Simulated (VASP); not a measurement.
# NbC2 in VASP: a series of runs

Runs on NbC2. Level: PBE. Tasks: single point, relaxation of cell and atoms.

Program: VASP 6.6.1. These are calculated values, not measurements. Logs are shortened: lines on timing, memory, paths and dates and some standing lists are left out, and cuts for length are marked.

### 1 The cell of the first run

Symmetry: C2/m, No. 12, monoclinic system. Conventional cell: a = 5.396 Å, b = 3.101 Å, c = 4.446 Å, α = 90.00°, β = 113.97°, γ = 90.00°. Within 3.0 Å of Nb (site symmetry 2/m) lie 6 C at 2.25 Å. Within 1.8 Å of C (site symmetry m) lie 1 C at 1.35 Å.

### 2 Single point, PBE

INCAR

```
PREC = Accurate ; ENCUT = 600
EDIFF = 1E-6 ; ISMEAR = 0
SIGMA = 0.2 ; LREAL = F
LASPH = T ; NELM = 120
ALGO = Normal ; ISIF = 2
LWAVE = F ; LCHARG = T
GGA = PE ; LELF = T
LVHAR = T ; NBANDS = 18
GGA_COMPAT = F
```

KPOINTS

```
Automatic mesh
0
Gamma
  7 7 5
```

POSCAR

```
NbC2
1.0
    2.6977612974     -1.5502942318     -0.0105360043
    2.6977612974      1.5502942318     -0.0105360043
   -1.7902572136      0.0000000000      4.0695426161
Nb C
1 2
Direct
    0.5000000000      0.5000000000      0.5000000000
    0.9446138089      0.9446138089      0.8344452374
    0.0553861911      0.0553861911      0.1655547626
```

Potentials or basis: VASP PAW PBE potentials, release 64 (Nb_sv, C).

Run with:

```sh
$ cat potpaw_PBE.64/Nb_sv/POTCAR potpaw_PBE.64/C/POTCAR > POTCAR
$ mpirun -np 1 vasp_std > vasp.out
```

OUTCAR:

```text
PREC = Accurate
   ENCUT = 600
   EDIFF = 1E-6
   ISMEAR = 0
   LREAL = F
   LASPH = T
   NELM = 120
   ISIF = 2
   GGA = PE

 ion  position               nearest neighbor table
   1  0.500  0.500  0.500-   3 2.25   3 2.25   2 2.25   2 2.25   2 2.25   3 2.25
   2  0.945  0.945  0.834-   3 1.35   1 2.25   1 2.25   1 2.25
   3  0.055  0.055  0.166-   2 1.35   1 2.25   1 2.25   1 2.25

  LATTYP: Found a base centered monoclinic cell.
 ALAT       =     5.3955637426
 B/A-ratio  =     0.5746551448
 C/A-ratio  =     0.8239953162
 COS(beta)  =    -0.4062459935

  Lattice vectors:

 A1 = (   2.6977612974,  -1.5502942318,  -0.0105360043)
 A2 = (   2.6977612974,   1.5502942318,  -0.0105360043)
 A3 = (  -1.7902572136,   0.0000000000,   4.0695426161)

Analysis of symmetry for initial positions (statically):
=====================================================================
 Subroutine PRICEL returns:
 Original cell was already a primitive cell.

 Routine SETGRP: Setting up the symmetry group for a
 base centered monoclinic supercell.

 Subroutine GETGRP returns: Found  4 space group operations
 (whereof  4 operations were pure point group operations)
 out of a pool of  4 trial point group operations.

The static configuration has the point symmetry C_2h.

Analysis of symmetry for dynamics (positions and initial velocities):
=====================================================================
 Subroutine PRICEL returns:
 Original cell was already a primitive cell.

 Routine SETGRP: Setting up the symmetry group for a
 base centered monoclinic supercell.

 Subroutine GETGRP returns: Found  4 space group operations
 (whereof  4 operations were pure point group operations)
 out of a pool of  4 trial point group operations.

The dynamic configuration has the point symmetry C_2h.

 Subroutine INISYM returns: Found  4 space group operations
 (whereof  4 operations are pure point group operations),
 and found     1 'primitive' translations

----------------------------------------------------------------------------------------

                                     Primitive cell

  volume of cell :      33.9818

  direct lattice vectors                    reciprocal lattice vectors
     2.697761297 -1.550294232 -0.010536004     0.185657833 -0.322519422  0.081673865
     2.697761297  1.550294232 -0.010536004     0.185657833  0.322519422  0.081673865
    -1.790257214  0.000000000  4.069542616     0.000961332  0.000000000  0.246150766

  length of vectors
     3.111501122  3.111501122  4.445919252     0.380996363  0.380996363  0.246152643

  position of ions in fractional coordinates (direct lattice)
     0.500000000  0.500000000  0.500000000
     0.944613809  0.944613809  0.834445237
     0.055386191  0.055386191  0.165554763

  ion indices of the primitive-cell ions
   primitive index   ion index
                 1           1
                 2           2
                 3           3

----------------------------------------------------------------------------------------

 KPOINTS: Automatic mesh

Automatic generation of k-mesh.
 Grid dimensions read from file:
 generate k-points for:    7    7    5

 Generating k-lattice:

  Cartesian coordinates                     Fractional coordinates (reciprocal lattice)
     0.026522548 -0.046074203  0.011667695     0.142857143  0.000000000  0.000000000
     0.026522548  0.046074203  0.011667695     0.000000000  0.142857143  0.000000000
     0.000192266  0.000000000  0.049230153     0.000000000  0.000000000  0.200000000

  Length of vectors
     0.054428052  0.054428052  0.049230529

  Shift w.r.t. Gamma in fractional coordinates (k-lattice)
     0.000000000  0.000000000  0.000000000

 Subroutine IBZKPT returns following result:
 ===========================================

 Found     72 irreducible k-points:

 Following reciprocal coordinates:
            Coordinates               Weight
  0.000000  0.000000  0.000000      1.000000
  0.142857  0.000000  0.000000      4.000000
  0.285714  0.000000 -0.000000      4.000000
  0.428571  0.000000  0.000000      4.000000
  0.142857  0.142857  0.000000      2.000000
  0.285714  0.142857  0.000000      4.000000
[... 16 lines left out ...]
 -0.142857 -0.000000  0.200000      4.000000
  0.142857  0.142857  0.200000      2.000000
 [... further k-points ...]
   k-points           NKPTS =     72   k-points in BZ     NKDIM =     72   number of bands    NBANDS=     18
   number of dos      NEDOS =    301   number of ions     NIONS =      3
   total plane-waves  NPLWV =  28224
   dimension x,y,z NGX =    28 NGY =   28 NGZ =   36
   dimension x,y,z NGXF=    56 NGYF=   56 NGZF=   72
   ions per type =               1   2
   NGX,Y,Z   is equivalent  to a cutoff of  14.96, 14.96, 13.46 a.u.
   NGXF,Y,Z  is equivalent  to a cutoff of  29.92, 29.92, 26.92 a.u.
 SYSTEM =  unknown system
   PREC   = accura    normal or accurate (medium, high low for compatibility)
   ISTART =      0    job   : 0-new  1-cont  2-samecut
   ICHARG =      2    charge: 1-file 2-atom 10-const
   ISPIN  =      1    spin polarized calculation?
   LNONCOLLINEAR =      F non collinear calculations
   LSORBIT =      F    spin-orbit coupling
   LASPH  =      T    aspherical Exc in radial PAW
   ENCUT  =  600.0 eV  44.10 Ry    6.64 a.u.   6.21  6.21  8.88*2*pi/ulx,y,z
   NELM   =    120;   NELMIN=  2; NELMDL= -5     # of ELM steps
   EDIFF  = 0.1E-05   stopping-criterion for ELM
   LREAL  =      F    real-space projection
   EDIFFG = 0.1E-04   stopping-criterion for IOM
   NSW    =      0    number of steps for IOM
   IBRION =     -1    ionic relax: 0-MD 1-quasi-New 2-CG
   NFREE  =      0    steps in history (QN), initial steepest desc. (CG)
   ISIF   =      2    stress and relaxation
   ISYM   =      2    0-nonsym 1-usesym 2-fastsym
   POTIM  = 0.5000    time-step for ionic-motion
   TEBEG  =    0.0;   TEEND  =   0.0 temperature during run
   PSTRESS=    0.0 pullay stress
   NELECT =      21.0000    total number of electrons
   NUPDOWN=      -1.0000    fix difference up-down
   EMIN   =  10.00;   EMAX   =-10.00  energy-range for DOS
   EFERMI =   0.00;   METHOD = LEGACY
   ISMEAR =     0;   SIGMA  =   0.20  broadening in eV -4-tet -1-fermi 0-gaus
   EFERMI_NEDOS =   21; number of points for ismear=-14 and -15
   IALGO  =     38    algorithm
   IMIX   =      4    mixing-type and parameters
     AMIX     =   0.40;   BMIX     =  1.00
     AMIX_MAG =   1.60;   BMIX_MAG =  1.00
  volume/ion in A,a.u.               =      11.33        76.44
  Fermi-wavevector in a.u.,A,eV,Ry     =   1.394438  2.635105 26.455936  1.944456
  Thomas-Fermi vector in A             =   2.517987
   LORBIT       =      0    0 simple, 1 ext, 2 COOP (PROOUT), +10 PAW based schemes
   GGA     = PE    functional components
   LHFCALC =     F    Hartree Fock is set to
   AEXX    =    0.0000 exact exchange contribution
   IVDW    =     0    specifies the selected vdW correction
   LEPSILON=     F    determine dielectric tensor
   LRPA    =     F    only Hartree local field effects (RPA)
 non-spin polarized calculation
 Gauss-broadening in eV      SIGMA  =   0.20
  energy-cutoff  :      600.00
  volume of cell :       33.98
 maximum number of plane-waves:      1153
 NGX is ok and might be reduce to    28
   NGX = 13   NGY = 13   NGZ = 17

 number of electron      21.0000000 magnetization

 Free energy of the ion-electron system (eV)
  ---------------------------------------------------
  ext. energy  EPLUGINS =         0.00000000
  ---------------------------------------------------
  free energy    TOTEN  =       -27.38261015 eV

  energy without entropy =      -27.35227196  energy(sigma->0) =      -27.36744106

 E-fermi :   8.4692     XC(G=0): -11.9500

 val. band max:        8.4650586319   @ k =   0.2857   0.1429   0.4000
 cond. band min:       8.4770252642   @ k =   0.4286  -0.0000   0.4000
 fundamental gap:      0.0119666324
 Fermi energy:         8.4692017321

 k-point     1 :       0.0000    0.0000    0.0000
  band No.  band energies     occupation
      1     -46.5166      2.00000
      2     -22.6527      2.00000
      3     -22.2623      2.00000
      4     -22.2539      2.00000
      5      -6.4869      2.00000
      6       1.6048      2.00000
[... 10 lines left out ...]
     17      17.6829      0.00000
     18      17.7042      0.00000

 k-point     2 :       0.1429    0.0000    0.0000
  band No.  band energies     occupation
      1     -46.5005      2.00000
      2     -22.6290      2.00000
      3     -22.3966      2.00000
      4     -22.2909      2.00000
      5      -6.2282      2.00000
      6       1.4572      2.00000
[... 10 lines left out ...]
     17      17.8772      0.00000
     18      18.8253      0.00000

 k-point     3 :       0.2857    0.0000   -0.0000
  band No.  band energies     occupation
      1     -46.4643      2.00000
      2     -22.7028      2.00000
      3     -22.5743      2.00000
      4     -22.3594      2.00000
      5      -5.5955      2.00000
      6       0.6365      2.00000
[... 10 lines left out ...]
     17      18.3424      0.00000
     18      20.6841      0.00000

 k-point     4 :       0.4286    0.0000    0.0000
  band No.  band energies     occupation
      1     -46.4349      2.00000
      2     -22.9377      2.00000
      3     -22.5308      2.00000
      4     -22.4135      2.00000
      5      -5.0011      2.00000
      6       0.0536      2.00000
[... 375 lines left out ...]
      4     -22.3607      2.00000
      5      -5.6794      2.00000
      6       1.1131      2.00000
[... 10 lines left out ...]
     17      18.2583      0.00000
     18      21.1566      0.00000

 k-point    23 :      -0.1429   -0.0000    0.2000
  band No.  band energies     occupation
      1     -46.5004      2.00000
      2     -22.6355      2.00000
      3     -22.3957      2.00000
      4     -22.2917      2.00000
      5      -6.1451      2.00000
      6       0.7814      2.00000
[... 10 lines left out ...]
     17      17.3359      0.00000
     18      19.5012      0.00000

 k-point    24 :       0.1429    0.1429    0.2000
  band No.  band energies     occupation
      1     -46.5004      2.00000
      2     -22.6505      2.00000
      3     -22.4000      2.00000
      4     -22.2847      2.00000
      5      -5.9208      2.00000
      6      -0.1290      2.00000
[... 10 lines left out ...]
     17      16.6209      0.00000
     18      20.1361      0.00000

 [... further k-points ...]
[... 5 lines left out ...]
  --------------------------------------------------------------------------------------
  -------------------------------------------------------------------------------------
  Total       -0.0370351     -0.0072161     -0.1201301      0.0000000      0.0000000      0.0481957
  in kB       -1.7461365     -0.3402260     -5.6639051      0.0000000      0.0000000      2.2723330
  external PRESSURE =      -2.5834225 kB  Pullay stress =       0.0000000 kB

 VOLUME and BASIS-vectors are now :
 -----------------------------------------------------------------------------
  energy-cutoff  :      600.00
  volume of cell :       33.98
      direct lattice vectors                 reciprocal lattice vectors
     2.697761297 -1.550294232 -0.010536004     0.185657833 -0.322519422  0.081673865
     2.697761297  1.550294232 -0.010536004     0.185657833  0.322519422  0.081673865
    -1.790257214  0.000000000  4.069542616     0.000961332  0.000000000  0.246150766

 POSITION                                       TOTAL-FORCE (eV/Angst)
 -----------------------------------------------------------------------------------
      1.80263      0.00000      2.02424         0.000000     -0.000000     -0.000000
      3.60281      0.00000      3.37591         0.011858      0.000000     -0.098567
      0.00245      0.00000      0.67257        -0.011858      0.000000      0.098567
 -----------------------------------------------------------------------------------
    total drift:                                0.000000      0.000000      0.000000

  FREE ENERGIE OF THE ION-ELECTRON SYSTEM (eV)
  ---------------------------------------------------
  free  energy   TOTEN  =       -27.3826101536 eV

  energy  without entropy=      -27.3522719582  energy(sigma->0) =      -27.36744106
```

Run time: 35 s. Hardware: 1 thread of Intel Xeon 6975P-C (Granite Rapids), shared host; peak memory 0.2 GiB.

What came out:

| Quantity | Value |
| --- | --- |
| Free energy | -27.3826 eV |
| Pressure | -0.3 GPa |
| Largest force | 0.099 eV/Å |

Forces in eV/Å, atoms in the order of the input:
```
Nb   0.000  0.000  0.000
C    0.012  0.000 -0.099
C   -0.012  0.000  0.099
```

Stress tensor (GPa, compression positive):
```
-0.17  0.00  0.23
 0.00 -0.03  0.00
 0.23  0.00 -0.57
```

Levels at points of the mesh, in eV from the Fermi level:
```
           k point  band 8  band 9  band 10  band 11  band 12  band 13
(0.00, 0.00, 0.00)   -1.73   -1.68    -1.27    -1.25     0.54     1.40
```

(Part 1 of 2 ends here.)
